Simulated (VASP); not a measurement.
# Rb (I4/mmm) in VASP: further runs

Runs on Rb. Level: PBE. Tasks: single point.

Everything below comes from runs of VASP 6.6.1. Logs are shortened: lines on timing, memory, paths and dates and some standing lists are left out, and cuts for length are marked.

## 1. The cell of the first run

The structure is tetragonal, space group I4/mmm (No. 139). Conventional cell: a = 5.163 Å, b = 5.163 Å, c = 5.612 Å, α = 90.00°, β = 90.00°, γ = 90.00°.

## 2. Single point, PBE (strain -0.080 along x and y, +0.000 along z)

INCAR

```
ALGO = Normal
EDIFF = 1E-7
ENCUT = 520
GGA = PE
ISIF = 2
ISMEAR = 0
LASPH = True
LCHARG = True
LELF = True
LREAL = False
LVHAR = True
LWAVE = False
NBANDS = 10
NELM = 100
PREC = Accurate
SIGMA = 0.15
```

KPOINTS

```
k-points
0
Gamma
  12 12 12
```

POSCAR

```
Rb
1.0
   -2.5815200000      2.5815200000      2.8060000000
    2.5815200000     -2.5815200000      2.8060000000
    2.5815200000      2.5815200000     -2.8060000000
Rb
1
Direct
    0.0000000000      0.0000000000      0.0000000000
```

Potentials or basis: VASP PAW PBE potentials, release 64 (Rb_sv).

Command:

```
> cat potpaw_PBE.64/Rb_sv/POTCAR > POTCAR
> mpirun -np 1 vasp_std > vasp.out
```

OUTCAR:

```text
EDIFF = 1E-7
   ENCUT = 520
   GGA = PE
   ISIF = 2
   ISMEAR = 0
   LASPH = True
   LREAL = False
   NELM = 100
   PREC = Accurate

 ion  position               nearest neighbor table
   1  0.000  0.000  0.000-

  LATTYP: Found a body centered tetragonal cell.
 ALAT       =     5.1630400000
 C/A-ratio  =     1.0869565217

  Lattice vectors:

 A1 = (  -2.5815200000,   2.5815200000,   2.8060000000)
 A2 = (   2.5815200000,  -2.5815200000,   2.8060000000)
 A3 = (   2.5815200000,   2.5815200000,  -2.8060000000)

Analysis of symmetry for initial positions (statically):
=====================================================================
 Subroutine PRICEL returns:
 Original cell was already a primitive cell.

 Routine SETGRP: Setting up the symmetry group for a
 body centered tetragonal supercell.

 Subroutine GETGRP returns: Found 16 space group operations
 (whereof 16 operations were pure point group operations)
 out of a pool of 16 trial point group operations.

The static configuration has the point symmetry D_4h.

Analysis of symmetry for dynamics (positions and initial velocities):
=====================================================================
 Subroutine PRICEL returns:
 Original cell was already a primitive cell.

 Routine SETGRP: Setting up the symmetry group for a
 body centered tetragonal supercell.

 Subroutine GETGRP returns: Found 16 space group operations
 (whereof 16 operations were pure point group operations)
 out of a pool of 16 trial point group operations.

The dynamic configuration has the point symmetry D_4h.

 Subroutine INISYM returns: Found 16 space group operations
 (whereof 16 operations are pure point group operations),
 and found     1 'primitive' translations

----------------------------------------------------------------------------------------

                                     Primitive cell

  volume of cell :      74.7995

  direct lattice vectors                    reciprocal lattice vectors
    -2.581520000  2.581520000  2.806000000     0.000000000  0.193684341  0.178189594
     2.581520000 -2.581520000  2.806000000     0.193684341  0.000000000  0.178189594
     2.581520000  2.581520000 -2.806000000     0.193684341  0.193684341  0.000000000

  length of vectors
     4.604576747  4.604576747  4.604576747     0.263182741  0.263182741  0.273911022

  position of ions in fractional coordinates (direct lattice)
     0.000000000  0.000000000  0.000000000

  ion indices of the primitive-cell ions
   primitive index   ion index
                 1           1

----------------------------------------------------------------------------------------

 KPOINTS: k-points

Automatic generation of k-mesh.
 Grid dimensions read from file:
 generate k-points for:   12   12   12

 Generating k-lattice:

  Cartesian coordinates                     Fractional coordinates (reciprocal lattice)
     0.000000000  0.016140362  0.014849133     0.083333333  0.000000000  0.000000000
     0.016140362  0.000000000  0.014849133     0.000000000  0.083333333  0.000000000
     0.016140362  0.016140362  0.000000000     0.000000000  0.000000000  0.083333333

  Length of vectors
     0.021931895  0.021931895  0.022825918

  Shift w.r.t. Gamma in fractional coordinates (k-lattice)
     0.000000000  0.000000000  0.000000000

 Subroutine IBZKPT returns following result:
 ===========================================

 Found    163 irreducible k-points:

 Following reciprocal coordinates:
            Coordinates               Weight
  0.000000  0.000000  0.000000      1.000000
  0.083333  0.000000  0.000000      8.000000
  0.166667 -0.000000  0.000000      8.000000
  0.250000 -0.000000  0.000000      8.000000
  0.333333  0.000000  0.000000      8.000000
  0.416667 -0.000000  0.000000      8.000000
[... 16 lines left out ...]
  0.500000  0.166667  0.000000     16.000000
 -0.416667  0.166667 -0.000000     16.000000
 [... further k-points ...]
   k-points           NKPTS =    163   k-points in BZ     NKDIM =    163   number of bands    NBANDS=     10
   number of dos      NEDOS =    301   number of ions     NIONS =      1
   total plane-waves  NPLWV =  46656
   dimension x,y,z NGX =    36 NGY =   36 NGZ =   36
   dimension x,y,z NGXF=    72 NGYF=   72 NGZF=   72
   ions per type =               1
   NGX,Y,Z   is equivalent  to a cutoff of  13.00, 13.00, 13.00 a.u.
   NGXF,Y,Z  is equivalent  to a cutoff of  26.00, 26.00, 26.00 a.u.
 SYSTEM =  unknown system
   PREC   = accura    normal or accurate (medium, high low for compatibility)
   ISTART =      0    job   : 0-new  1-cont  2-samecut
   ICHARG =      2    charge: 1-file 2-atom 10-const
   ISPIN  =      1    spin polarized calculation?
   LNONCOLLINEAR =      F non collinear calculations
   LSORBIT =      F    spin-orbit coupling
   LASPH  =      T    aspherical Exc in radial PAW
   ENCUT  =  520.0 eV  38.22 Ry    6.18 a.u.   8.56  8.56  8.56*2*pi/ulx,y,z
   NELM   =    100;   NELMIN=  2; NELMDL= -5     # of ELM steps
   EDIFF  = 0.1E-06   stopping-criterion for ELM
   LREAL  =      F    real-space projection
   EDIFFG = 0.1E-05   stopping-criterion for IOM
   NSW    =      0    number of steps for IOM
   IBRION =     -1    ionic relax: 0-MD 1-quasi-New 2-CG
   NFREE  =      0    steps in history (QN), initial steepest desc. (CG)
   ISIF   =      2    stress and relaxation
   ISYM   =      2    0-nonsym 1-usesym 2-fastsym
   POTIM  = 0.5000    time-step for ionic-motion
   TEBEG  =    0.0;   TEEND  =   0.0 temperature during run
   PSTRESS=    0.0 pullay stress
   NELECT =       9.0000    total number of electrons
   NUPDOWN=      -1.0000    fix difference up-down
   EMIN   =  10.00;   EMAX   =-10.00  energy-range for DOS
   EFERMI =   0.00;   METHOD = LEGACY
   ISMEAR =     0;   SIGMA  =   0.15  broadening in eV -4-tet -1-fermi 0-gaus
   EFERMI_NEDOS =   21; number of points for ismear=-14 and -15
   IALGO  =     38    algorithm
   IMIX   =      4    mixing-type and parameters
     AMIX     =   0.40;   BMIX     =  1.00
     AMIX_MAG =   1.60;   BMIX_MAG =  1.00
  volume/ion in A,a.u.               =      74.80       504.77
  Fermi-wavevector in a.u.,A,eV,Ry     =   0.808207  1.527290  8.887313  0.653199
  Thomas-Fermi vector in A             =   1.916970
   LORBIT       =      0    0 simple, 1 ext, 2 COOP (PROOUT), +10 PAW based schemes
   GGA     = PE    functional components
   LHFCALC =     F    Hartree Fock is set to
   AEXX    =    0.0000 exact exchange contribution
   IVDW    =     0    specifies the selected vdW correction
   LEPSILON=     F    determine dielectric tensor
   LRPA    =     F    only Hartree local field effects (RPA)
 non-spin polarized calculation
 Gauss-broadening in eV      SIGMA  =   0.15
  energy-cutoff  :      520.00
  volume of cell :       74.80
 maximum number of plane-waves:      2039
 NGX is ok and might be reduce to    36
   NGX = 17   NGY = 17   NGZ = 17

 number of electron       9.0000000 magnetization

 Free energy of the ion-electron system (eV)
  ---------------------------------------------------
  ext. energy  EPLUGINS =         0.00000000
  ---------------------------------------------------
  free energy    TOTEN  =        -0.90537438 eV

  energy without entropy =       -0.89444811  energy(sigma->0) =       -0.89991124

 E-fermi :   0.5069     XC(G=0):  -5.9624

 val. band max:        0.4620882964   @ k =  -0.4167   0.4167   0.0833
 cond. band min:       0.5303274550   @ k =   0.5000   0.3333   0.0833
 fundamental gap:      0.0682391586
 Fermi energy:         0.5068509003

 k-point     1 :       0.0000    0.0000    0.0000
  band No.  band energies     occupation
      1     -28.3230      2.00000
      2     -12.3367      2.00000
      3     -12.3367      2.00000
      4     -12.3353      2.00000
      5      -1.7403      2.00000
      6       4.2250      0.00000
      7       4.2250      0.00000
      8       4.6826      0.00000
      9       5.1025      0.00000
     10       5.7513      0.00000

 k-point     2 :       0.0833    0.0000    0.0000
  band No.  band energies     occupation
      1     -28.3223      2.00000
      2     -12.3491      2.00000
      3     -12.3404      2.00000
      4     -12.3359      2.00000
      5      -1.6438      2.00000
      6       4.0986      0.00000
      7       4.2064      0.00000
      8       4.6711      0.00000
      9       4.9717      0.00000
     10       5.6439      0.00000

 k-point     3 :       0.1667   -0.0000    0.0000
  band No.  band energies     occupation
      1     -28.3204      2.00000
      2     -12.3843      2.00000
      3     -12.3503      2.00000
      4     -12.3359      2.00000
      5      -1.3627      2.00000
      6       3.6266      0.00000
      7       4.0219      0.00000
      8       4.8522      0.00000
      9       4.9385      0.00000
     10       5.5008      0.00000

 k-point     4 :       0.2500   -0.0000    0.0000
  band No.  band energies     occupation
      1     -28.3178      2.00000
      2     -12.4315      2.00000
      3     -12.3639      2.00000
      4     -12.3359      2.00000
      5      -0.9218      2.00000
      6       2.9920      0.00000
      7       3.7415      0.00000
      8       5.0550      0.00000
      9       5.2848      0.00000
     10       5.4619      0.00000
[... 222 lines left out ...]
 k-point    22 :       0.4167    0.1667    0.0000
  band No.  band energies     occupation
      1     -28.3118      2.00000
      2     -12.5062      2.00000
      3     -12.4096      2.00000
      4     -12.3504      2.00000
      5       0.9533      0.00003
      6       1.4423      0.00000
      7       2.8721      0.00000
      8       4.8024      0.00000
      9       5.9867      0.00000
     10       6.3021      0.00000

 k-point    23 :       0.5000    0.1667    0.0000
  band No.  band energies     occupation
      1     -28.3124      2.00000
      2     -12.5000      2.00000
      3     -12.4032      2.00000
      4     -12.3518      2.00000
      5       0.5561      0.64227
      6       1.8007      0.00000
      7       2.9342      0.00000
      8       4.8738      0.00000
      9       5.8398      0.00000
     10       6.3436      0.00000

 k-point    24 :      -0.4167    0.1667   -0.0000
  band No.  band energies     occupation
      1     -28.3139      2.00000
      2     -12.4794      2.00000
      3     -12.3879      2.00000
      4     -12.3522      2.00000
      5      -0.0557      2.00000
      6       2.3454      0.00000
      7       3.0778      0.00000
      8       4.9398      0.00000
      9       5.6723      0.00000
     10       6.1472      0.00000

 [... further k-points ...]
[... 5 lines left out ...]
  --------------------------------------------------------------------------------------
  -------------------------------------------------------------------------------------
  Total        0.3757631      0.3757631      0.3660930      0.0000000     -0.0000000      0.0000000
  in kB        8.0487061      8.0487061      7.8415759      0.0000000     -0.0000000      0.0000000
  external PRESSURE =       7.9796627 kB  Pullay stress =       0.0000000 kB

 VOLUME and BASIS-vectors are now :
 -----------------------------------------------------------------------------
  energy-cutoff  :      520.00
  volume of cell :       74.80
      direct lattice vectors                 reciprocal lattice vectors
    -2.581520000  2.581520000  2.806000000     0.000000000  0.193684341  0.178189594
     2.581520000 -2.581520000  2.806000000     0.193684341  0.000000000  0.178189594
     2.581520000  2.581520000 -2.806000000     0.193684341  0.193684341  0.000000000

 POSITION                                       TOTAL-FORCE (eV/Angst)
 -----------------------------------------------------------------------------------
      0.00000      0.00000      0.00000        -0.000000     -0.000000      0.000000
 -----------------------------------------------------------------------------------
    total drift:                               -0.000000      0.000000      0.000000

  FREE ENERGIE OF THE ION-ELECTRON SYSTEM (eV)
  ---------------------------------------------------
  free  energy   TOTEN  =        -0.9053743784 eV

  energy  without entropy=       -0.8944481079  energy(sigma->0) =       -0.89991124
```

Wall time 62 s (1 thread of Intel Xeon Platinum 8488C (Sapphire Rapids), shared host); peak memory 0.27 GiB.

What came out:

```yaml
Free_energy: -0.9054 eV
Pressure: 0.8 GPa
Band_gap_on_the_k_mesh: zero (an odd number of electrons rules out a gap without spin polarisation)
```

Levels at points of the mesh, in eV from the Fermi level:
| k point | band 2 | band 3 | band 4 | band 5 | band 6 | band 7 | band 8 | band 9 |
| --- | --- | --- | --- | --- | --- | --- | --- | --- |
| (0.00, 0.00, 0.00) | -12.84 | -12.84 | -12.84 | -2.25 | 3.72 | 3.72 | 4.18 | 4.60 |
| (0.50, 0.00, 0.00) | -13.03 | -12.90 | -12.84 | 0.13 | 0.88 | 2.78 | 4.44 | 5.65 |
| (0.50, 0.50, 0.00) | -13.03 | -12.91 | -12.85 | 0.25 | 1.11 | 2.29 | 4.98 | 5.50 |
| (0.50, 0.50, 0.50) | -12.99 | -12.96 | -12.96 | 0.96 | 1.23 | 3.23 | 4.11 | 4.11 |

Caveat: the cell differs from its parent crystal (strain -0.080 along x and y, +0.000 along z).

## 3. Single point, PBE (strain -0.040 along x and y, -0.080 along z)

INCAR

```
SYSTEM = Rb
ALGO     = Normal         ! electronic algorithm
EDIFF    = 1E-6           ! SCF threshold, eV
ENCUT    = 520            ! plane-wave cutoff, eV
GGA      = PE             ! functional
ISIF     = 2              ! what is computed and relaxed
ISMEAR   = 0              ! smearing method
LASPH    = .True.         ! aspherical terms in the spheres
LCHARG   = .False.        ! write CHGCAR
LREAL    = .False.        ! projectors in reciprocal space
LWAVE    = .False.        ! write WAVECAR
NBANDS   = 10             ! bands
NELM     = 100            ! most SCF steps
PREC     = Accurate       ! precision mode
SIGMA    = 0.15           ! smearing width, eV
```

KPOINTS

```
k-points
0
Gamma
  12 12 12
  0 0 0
```

POSCAR

```
Rb
1.0
   -2.6937600000      2.6937600000      2.5815200000
    2.6937600000     -2.6937600000      2.5815200000
    2.6937600000      2.6937600000     -2.5815200000
Rb
1
Direct
    0.0000000000      0.0000000000      0.0000000000
```

Potentials or basis: VASP PAW PBE potentials, release 64 (Rb_sv).

Command:

```
> cat potpaw_PBE.64/Rb_sv/POTCAR > POTCAR
> mpirun -np 1 vasp_std > vasp.out
```

OUTCAR:

```text
SYSTEM = Rb
   EDIFF = 1E-6
   ENCUT = 520
   GGA = PE
   ISIF = 2
   ISMEAR = 0
   LASPH = .True.
   LREAL = .False.
   NELM = 100
   PREC = Accurate

 ion  position               nearest neighbor table
   1  0.000  0.000  0.000-

  LATTYP: Found a body centered tetragonal cell.
 ALAT       =     5.3875200000
 C/A-ratio  =     0.9583333333

  Lattice vectors:

 A1 = (  -2.6937600000,   2.6937600000,   2.5815200000)
[... 483 lines left out ...]
  band No.  band energies     occupation
      1     -28.3197      2.00000
      2     -12.4814      2.00000
      3     -12.3965      2.00000
      4     -12.3556      2.00000
      5      -0.0967      2.00000
      6       2.4479      0.00000
      7       2.9659      0.00000
      8       5.1192      0.00000
      9       5.5321      0.00000
     10       6.0447      0.00000

 [... further k-points ...]
[... 5 lines left out ...]
  --------------------------------------------------------------------------------------
  -------------------------------------------------------------------------------------
  Total        0.3645230      0.3645230      0.3765785      0.0000000      0.0000000     -0.0000000
  in kB        7.7943910      7.7943910      8.0521683      0.0000000      0.0000000     -0.0000000
  external PRESSURE =       7.8803168 kB  Pullay stress =       0.0000000 kB

 VOLUME and BASIS-vectors are now :
 -----------------------------------------------------------------------------
  energy-cutoff  :      520.00
  volume of cell :       74.93
      direct lattice vectors                 reciprocal lattice vectors
    -2.693760000  2.693760000  2.581520000     0.000000000  0.185614160  0.193684341
     2.693760000 -2.693760000  2.581520000     0.185614160  0.000000000  0.193684341
     2.693760000  2.693760000 -2.581520000     0.185614160  0.185614160  0.000000000

 POSITION                                       TOTAL-FORCE (eV/Angst)
 -----------------------------------------------------------------------------------
      0.00000      0.00000      0.00000         0.000000     -0.000000     -0.000000
 -----------------------------------------------------------------------------------
    total drift:                               -0.000000      0.000000      0.000000

  FREE ENERGIE OF THE ION-ELECTRON SYSTEM (eV)
  ---------------------------------------------------
  free  energy   TOTEN  =        -0.9062134269 eV

  energy  without entropy=       -0.8951446962  energy(sigma->0) =       -0.90067906
```

Run time: 67 s. Hardware: 1 thread of Intel Xeon Platinum 8488C (Sapphire Rapids), shared host; peak memory 0.27 GiB.

Results:

```yaml
Free_energy: -0.9062 eV
Pressure: 0.8 GPa
Band_gap_on_the_k_mesh: zero (an odd number of electrons rules out a gap without spin polarisation)
```

Caveat: the cell differs from its parent crystal (strain -0.040 along x and y, -0.080 along z).
